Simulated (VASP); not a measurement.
Write the native input for VASP 6.6.1 that does the following.

```yaml
Task: single point
Functional: RPBE
Potentials_or_basis: VASP PAW PBE potentials, release 64 (Mo_sv)
Cutoff: 520 eV
k_mesh: 11 × 11 × 11
Occupations: fermi-dirac, width 0.1 eV
Spin: no spin polarisation
Dipole_correction: no
Further_INCAR_settings: ALGO = Normal; EDIFF = 1e-07; NBANDS = 21
```

The structure of Mo lies in POSCAR:

```
Mo
1.0
    0.0000000000      2.7449672349      2.7449672349
    2.7449672349      0.0000000000      2.7449672349
    2.7449672349      2.7449672349      0.0000000000
Mo
2
Direct
    0.1250000000      0.1250000000      0.1250000000
    0.8750000000      0.8750000000      0.8750000000
```

This isn't the form of Mo at room conditions, which is bcc.

One way to write it, as run:

INCAR

```
PREC     = Accurate       # precision mode
ENCUT    = 520            # plane-wave cutoff, eV
EDIFF    = 1E-7           # SCF threshold, eV
ISMEAR   = -1             # smearing method
SIGMA    = 0.1            # smearing width, eV
LREAL    = False          # projectors in reciprocal space
LASPH    = True           # aspherical terms in the spheres
NELM     = 60             # most SCF steps
ALGO     = Normal         # electronic algorithm
ISIF     = 2              # what is computed and relaxed
LWAVE    = False          # write WAVECAR
LCHARG   = False          # write CHGCAR
GGA      = RP             # functional
NBANDS   = 21             # bands
```

KPOINTS

```
Automatic mesh
0
Gamma
  11 11 11
```

Potentials or basis: VASP PAW PBE potentials, release 64 (Mo_sv).

Command:

```console
$ cat potpaw_PBE.64/Mo_sv/POTCAR > POTCAR
$ mpirun -np 1 vasp_std > vasp.out
```

It gave:

| Quantity | Value |
| --- | --- |
| Pressure | 17.2 GPa |
| Band gap on the k mesh | zero (bands 14 and 15 overlap by 0.49 eV) |

Caveat: the cell stands under pressure; the PAW data sets were made with another functional, which shifts forces and pressure a little.

Wall time 100 s on 1 thread of Intel Xeon 8259CL, on a shared host, peak memory 0.19 GiB.
